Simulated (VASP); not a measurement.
# ZnS (I-4m2) in VASP: a series of runs

ZnS is run at these levels: PBE, r2SCAN; tasks: single point.

Everything below comes from runs of VASP 6.6.1. Logs are shortened: lines on timing, memory, paths and dates and some standing lists are left out, and cuts for length are marked.

## (1) The cell of the first run

The structure is tetragonal, space group I-4m2 (No. 119). The conventional cell has a = 3.810 Å, b = 3.810 Å, c = 5.120 Å, α = 90.00°, β = 90.00°, γ = 90.00°. Zn (site symmetry -4m2) has 4 S at 2.30 Å within 3.0 Å. Within 3.0 Å of S (site symmetry -4m2) lie 4 Zn at 2.30 Å.

## (2) Single point, PBE (uniaxial x strain -5.0%)

Input file INCAR:

```
PREC     = Accurate       # precision mode
ENCUT    = 520            # plane-wave cutoff, eV
EDIFF    = 1E-6           # SCF threshold, eV
ISMEAR   = -1             # smearing method
SIGMA    = 0.02           # smearing width, eV
LREAL    = F              # projectors in reciprocal space
LASPH    = T              # aspherical terms in the spheres
NELM     = 60             # most SCF steps
ALGO     = Normal         # electronic algorithm
ISIF     = 2              # what is computed and relaxed
LWAVE    = F              # write WAVECAR
LCHARG   = F              # write CHGCAR
GGA      = PE             # functional
NBANDS   = 16             # bands
```

Input file KPOINTS:

```
Automatic mesh
0
Gamma
  8 8 8
```

Input file POSCAR:

```
ZnS
1.0
    0.0000000000      2.6940858343      2.6940858343
    2.5601897684      0.0000000000      2.6940858343
    2.5601897684      2.6940858343      0.0000000000
Zn S
1 1
Direct
    0.0000000000      0.0000000000      0.0000000000
    0.2500000000      0.2500000000      0.2500000000
```

Potentials or basis: VASP PAW PBE potentials, release 64 (Zn, S).

Run with:

```bash
$ cat potpaw_PBE.64/Zn/POTCAR potpaw_PBE.64/S/POTCAR > POTCAR
$ mpirun -np 1 vasp_std > vasp.out
```

OUTCAR:

```text
PREC = Accurate
   ENCUT = 520
   EDIFF = 1E-6
   ISMEAR = -1
   LREAL = F
   LASPH = T
   NELM = 60
   ISIF = 2
   GGA = PE

 ion  position               nearest neighbor table
   1  0.000  0.000  0.000-   2 2.30   2 2.30   2 2.30   2 2.30
   2  0.250  0.250  0.250-   1 2.30   1 2.30   1 2.30   1 2.30

  LATTYP: Found a body centered tetragonal cell.
 ALAT       =     3.8100127251
 C/A-ratio  =     1.3439271484

  Lattice vectors:

 A1 = (  -2.5601897684,   0.0000000000,  -2.6940858343)
 A2 = (  -2.5601897684,   0.0000000000,   2.6940858343)
 A3 = (   2.5601897684,   2.6940858343,   0.0000000000)

Analysis of symmetry for initial positions (statically):
=====================================================================
 Subroutine PRICEL returns:
 Original cell was already a primitive cell.

 Routine SETGRP: Setting up the symmetry group for a
 body centered tetragonal supercell.

 Subroutine GETGRP returns: Found  8 space group operations
 (whereof  8 operations were pure point group operations)
 out of a pool of 16 trial point group operations.

The static configuration has the point symmetry D_2d.

Analysis of symmetry for dynamics (positions and initial velocities):
=====================================================================
 Subroutine PRICEL returns:
 Original cell was already a primitive cell.

 Routine SETGRP: Setting up the symmetry group for a
 body centered tetragonal supercell.

 Subroutine GETGRP returns: Found  8 space group operations
 (whereof  8 operations were pure point group operations)
 out of a pool of 16 trial point group operations.

The dynamic configuration has the point symmetry D_2d.

 Subroutine INISYM returns: Found  8 space group operations
 (whereof  8 operations are pure point group operations),
 and found     1 'primitive' translations

----------------------------------------------------------------------------------------

                                     Primitive cell

  volume of cell :      37.1642

  direct lattice vectors                    reciprocal lattice vectors
     0.000000000  2.694085834  2.694085834    -0.195298023  0.185591711  0.185591711
     2.560189768  0.000000000  2.694085834     0.195298023 -0.185591711  0.185591711
     2.560189768  2.694085834  0.000000000     0.195298023  0.185591711 -0.185591711

  length of vectors
     3.810012725  3.716540075  3.716540075     0.327154221  0.327154221  0.327154221

  position of ions in fractional coordinates (direct lattice)
     0.000000000  0.000000000  0.000000000
     0.250000000  0.250000000  0.250000000

  ion indices of the primitive-cell ions
   primitive index   ion index
                 1           1
                 2           2

----------------------------------------------------------------------------------------

 KPOINTS: Automatic mesh

Automatic generation of k-mesh.
 Grid dimensions read from file:
 generate k-points for:    8    8    8

 Generating k-lattice:

  Cartesian coordinates                     Fractional coordinates (reciprocal lattice)
    -0.024412253  0.023198964  0.023198964     0.125000000  0.000000000  0.000000000
     0.024412253 -0.023198964  0.023198964     0.000000000  0.125000000 -0.000000000
     0.024412253  0.023198964 -0.023198964     0.000000000 -0.000000000  0.125000000

  Length of vectors
     0.040894278  0.040894278  0.040894278

  Shift w.r.t. Gamma in fractional coordinates (k-lattice)
     0.000000000  0.000000000  0.000000000

 Subroutine IBZKPT returns following result:
 ===========================================

 Found     59 irreducible k-points:

 Following reciprocal coordinates:
            Coordinates               Weight
  0.000000  0.000000  0.000000      1.000000
  0.125000  0.000000  0.000000      8.000000
  0.250000  0.000000  0.000000      8.000000
  0.375000  0.000000  0.000000      8.000000
  0.500000  0.000000  0.000000      4.000000
  0.125000  0.125000  0.000000      4.000000
[... 16 lines left out ...]
  0.250000  0.125000  0.125000      4.000000
  0.375000  0.125000  0.125000      8.000000
 [... further k-points ...]
   k-points           NKPTS =     59   k-points in BZ     NKDIM =     59   number of bands    NBANDS=     16
   number of dos      NEDOS =    301   number of ions     NIONS =      2
   total plane-waves  NPLWV =  21952
   dimension x,y,z NGX =    28 NGY =   28 NGZ =   28
   dimension x,y,z NGXF=    56 NGYF=   56 NGZF=   56
   ions per type =               1   1
   NGX,Y,Z   is equivalent  to a cutoff of  12.22, 12.52, 12.52 a.u.
   NGXF,Y,Z  is equivalent  to a cutoff of  24.44, 25.05, 25.05 a.u.
 SYSTEM =  unknown system
   PREC   = accura    normal or accurate (medium, high low for compatibility)
   ISTART =      0    job   : 0-new  1-cont  2-samecut
   ICHARG =      2    charge: 1-file 2-atom 10-const
   ISPIN  =      1    spin polarized calculation?
   LNONCOLLINEAR =      F non collinear calculations
   LSORBIT =      F    spin-orbit coupling
   LASPH  =      T    aspherical Exc in radial PAW
   ENCUT  =  520.0 eV  38.22 Ry    6.18 a.u.   7.08  6.91  6.91*2*pi/ulx,y,z
   NELM   =     60;   NELMIN=  2; NELMDL= -5     # of ELM steps
   EDIFF  = 0.1E-05   stopping-criterion for ELM
   LREAL  =      F    real-space projection
   EDIFFG = 0.1E-04   stopping-criterion for IOM
   NSW    =      0    number of steps for IOM
   IBRION =     -1    ionic relax: 0-MD 1-quasi-New 2-CG
   NFREE  =      0    steps in history (QN), initial steepest desc. (CG)
   ISIF   =      2    stress and relaxation
   ISYM   =      2    0-nonsym 1-usesym 2-fastsym
   POTIM  = 0.5000    time-step for ionic-motion
   TEBEG  =    0.0;   TEEND  =   0.0 temperature during run
   PSTRESS=    0.0 pullay stress
   NELECT =      18.0000    total number of electrons
   NUPDOWN=      -1.0000    fix difference up-down
   EMIN   =  10.00;   EMAX   =-10.00  energy-range for DOS
   EFERMI =   0.00;   METHOD = LEGACY
   ISMEAR =    -1;   SIGMA  =   0.02  broadening in eV -4-tet -1-fermi 0-gaus
   EFERMI_NEDOS =   21; number of points for ismear=-14 and -15
   IALGO  =     38    algorithm
   IMIX   =      4    mixing-type and parameters
     AMIX     =   0.40;   BMIX     =  1.00
     AMIX_MAG =   1.60;   BMIX_MAG =  1.00
  volume/ion in A,a.u.               =      18.58       125.40
  Fermi-wavevector in a.u.,A,eV,Ry     =   1.285654  2.429533 22.489143  1.652905
  Thomas-Fermi vector in A             =   2.417775
   LORBIT       =      0    0 simple, 1 ext, 2 COOP (PROOUT), +10 PAW based schemes
   GGA     = PE    functional components
   LHFCALC =     F    Hartree Fock is set to
   AEXX    =    0.0000 exact exchange contribution
   IVDW    =     0    specifies the selected vdW correction
   LEPSILON=     F    determine dielectric tensor
   LRPA    =     F    only Hartree local field effects (RPA)
 non-spin polarized calculation
  energy-cutoff  :      520.00
  volume of cell :       37.16
 maximum number of plane-waves:      1014
   NGX = 15   NGY = 13   NGZ = 13

 number of electron      18.0000000 magnetization

 Free energy of the ion-electron system (eV)
  ---------------------------------------------------
  ext. energy  EPLUGINS =         0.00000000
  ---------------------------------------------------
  free energy    TOTEN  =        -6.77903122 eV

  energy without entropy =       -6.77903122  energy(sigma->0) =       -6.77903122

 E-fermi :   3.1634     XC(G=0):  -9.9173

 val. band max:        2.7916836544   @ k =   0.0000   0.0000   0.0000
 cond. band min:       5.0557816066   @ k =   0.0000   0.0000   0.0000
 fundamental gap:      2.2640979522
 Fermi energy:         3.1633857614

 k-point     1 :       0.0000    0.0000    0.0000
  band No.  band energies     occupation
      1     -10.8865      2.00000
      2      -3.9181      2.00000
      3      -3.9181      2.00000
      4      -3.8880      2.00000
      5      -3.3510      2.00000
      6      -3.3313      2.00000
[... 8 lines left out ...]
     15      14.7221      0.00000
     16      15.0399      0.00000

 k-point     2 :       0.1250    0.0000    0.0000
  band No.  band energies     occupation
      1     -10.7569      2.00000
      2      -3.9176      2.00000
      3      -3.8960      2.00000
      4      -3.8684      2.00000
      5      -3.3510      2.00000
      6      -3.3350      2.00000
[... 8 lines left out ...]
     15      14.1300      0.00000
     16      15.6959      0.00000

 k-point     3 :       0.2500    0.0000    0.0000
  band No.  band energies     occupation
      1     -10.4162      2.00000
      2      -3.8843      2.00000
      3      -3.8489      2.00000
      4      -3.8127      2.00000
      5      -3.3410      2.00000
      6      -3.3368      2.00000
[... 8 lines left out ...]
     15      13.7458      0.00000
     16      15.1895      0.00000

 k-point     4 :       0.3750    0.0000    0.0000
  band No.  band energies     occupation
      1     -10.0247      2.00000
      2      -3.8142      2.00000
      3      -3.7759      2.00000
      4      -3.6672      2.00000
      5      -3.3233      2.00000
      6      -3.3127      2.00000
[... 8 lines left out ...]
     15      14.9797      0.00000
     16      15.0698      0.00000
[... 324 lines left out ...]
 k-point    22 :       0.0000    0.1250    0.1250
  band No.  band energies     occupation
      1     -10.7035      2.00000
      2      -3.9204      2.00000
      3      -3.8768      2.00000
      4      -3.8768      2.00000
      5      -3.3489      2.00000
      6      -3.3356      2.00000
[... 8 lines left out ...]
     15      14.3126      0.00000
     16      16.4298      0.00000

 k-point    23 :       0.2500    0.1250    0.1250
  band No.  band energies     occupation
      1     -10.5648      2.00000
      2      -3.9131      2.00000
      3      -3.8676      2.00000
      4      -3.8186      2.00000
      5      -3.3650      2.00000
      6      -3.3270      2.00000
[... 8 lines left out ...]
     15      14.0089      0.00000
     16      16.9049      0.00000

 k-point    24 :       0.3750    0.1250    0.1250
  band No.  band energies     occupation
      1     -10.2041      2.00000
      2      -3.8238      2.00000
      3      -3.8152      2.00000
      4      -3.7699      2.00000
      5      -3.3592      2.00000
      6      -3.3182      2.00000
[... 8 lines left out ...]
     15      15.0342      0.00000
     16      16.6521      0.00000

 [... further k-points ...]
[... 5 lines left out ...]
  --------------------------------------------------------------------------------------
  -------------------------------------------------------------------------------------
  Total        1.8553252      1.4629853      1.4629853      0.0000000      0.0000000      0.0000000
  in kB       79.9844584     63.0703913     63.0703913      0.0000000      0.0000000      0.0000000
  external PRESSURE =      68.7084137 kB  Pullay stress =       0.0000000 kB

 VOLUME and BASIS-vectors are now :
 -----------------------------------------------------------------------------
  energy-cutoff  :      520.00
  volume of cell :       37.16
      direct lattice vectors                 reciprocal lattice vectors
     0.000000000  2.694085834  2.694085834    -0.195298023  0.185591711  0.185591711
     2.560189768  0.000000000  2.694085834     0.195298023 -0.185591711  0.185591711
     2.560189768  2.694085834  0.000000000     0.195298023  0.185591711 -0.185591711

 POSITION                                       TOTAL-FORCE (eV/Angst)
 -----------------------------------------------------------------------------------
      0.00000      0.00000      0.00000         0.000000      0.000000      0.000000
      1.28009      1.34704      1.34704        -0.000000     -0.000000     -0.000000
 -----------------------------------------------------------------------------------
    total drift:                                0.000001      0.000003      0.000003

  FREE ENERGIE OF THE ION-ELECTRON SYSTEM (eV)
  ---------------------------------------------------
  free  energy   TOTEN  =        -6.7790312244 eV

  energy  without entropy=       -6.7790312243  energy(sigma->0) =       -6.77903122
```

Run time: 13 s. Hardware: 1 thread of Intel Xeon 6975P-C (Granite Rapids), shared host; peak memory 0.17 GiB.

Results:

```yaml
Free_energy: -6.7790 eV
Pressure: 6.9 GPa
Band_gap_on_the_k_mesh: 2.26 eV, direct
```

Stress tensor (GPa, compression positive):
```
8.00 0.00 0.00
0.00 6.31 0.00
0.00 0.00 6.31
```

Caveat: the cell differs from its parent crystal (uniaxial x strain -5.0%).

## (3) Single point, r2SCAN (uniaxial x strain -5.0%)

POSCAR is that of step 2.

Input file INCAR.step1:

```
ALGO     = Normal         # electronic algorithm
EDIFF    = 1E-4           # SCF threshold, eV
ENCUT    = 520            # plane-wave cutoff, eV
GGA      = PE             # functional
ISMEAR   = 0              # smearing method
LASPH    = True           # aspherical terms in the spheres
LCHARG   = False          # write CHGCAR
LREAL    = False          # projectors in reciprocal space
LWAVE    = True           # write WAVECAR
NBANDS   = 16             # bands
NELM     = 60             # most SCF steps
PREC     = Accurate       # precision mode
SIGMA    = 0.01           # smearing width, eV
```

Input file INCAR.step2:

```
ALGO     = Normal         # electronic algorithm
EDIFF    = 1E-7           # SCF threshold, eV
ENCUT    = 520            # plane-wave cutoff, eV
ISIF     = 2              # what is computed and relaxed
ISMEAR   = 0              # smearing method
ISTART   = 1            
LASPH    = True           # aspherical terms in the spheres
LCHARG   = False          # write CHGCAR
LMIXTAU  = True         
LREAL    = False          # projectors in reciprocal space
LWAVE    = False          # write WAVECAR
METAGGA  = R2SCAN         # meta-GGA
NBANDS   = 16             # bands
NELM     = 60             # most SCF steps
PREC     = Accurate       # precision mode
SIGMA    = 0.01           # smearing width, eV
```

Input file KPOINTS:

```
k-points
0
Gamma
  8 8 8
```

Potentials or basis: VASP PAW PBE potentials, release 64 (Zn, S).

Run with:

```bash
$ cat potpaw_PBE.64/Zn/POTCAR potpaw_PBE.64/S/POTCAR > POTCAR
$ cp INCAR.step1 INCAR
$ mpirun -np 1 vasp_std > vasp.out
$ cp INCAR.step2 INCAR
$ mpirun -np 1 vasp_std > vasp.out
```

It took 67 s on 1 thread of Intel Xeon 6975P-C (Granite Rapids), shared host; peak memory 0.18 GiB.

It converged, with:

```
Free energy            : -18.8319 eV
Pressure               : 4.5 GPa
Band gap on the k mesh : 2.84 eV, direct
```

Stress tensor (GPa, compression positive):
```
5.74 0.00 0.00
0.00 3.85 0.00
0.00 0.00 3.85
```

Levels at points of the mesh, in eV from the valence-band top:
```tsv
k point	band 6	band 7	band 8	band 9	band 10	band 11	band 12	band 13
(0.00, 0.00, 0.00)	-6.24	-0.17	-0.17	0.00	2.84	6.75	6.75	6.76
(0.50, 0.00, 0.00)	-6.05	-5.89	-1.24	-0.94	3.78	7.00	7.54	9.56
(0.50, 0.50, 0.00)	-6.04	-5.06	-2.58	-2.45	3.59	4.54	11.89	12.86
(0.00, 0.50, 0.50)	-5.95	-4.76	-2.81	-2.81	3.29	4.00	12.55	13.05
```

Caveat: the cell differs from its parent crystal (uniaxial x strain -5.0%); the PAW data sets were made with another functional, which shifts forces and pressure a little.
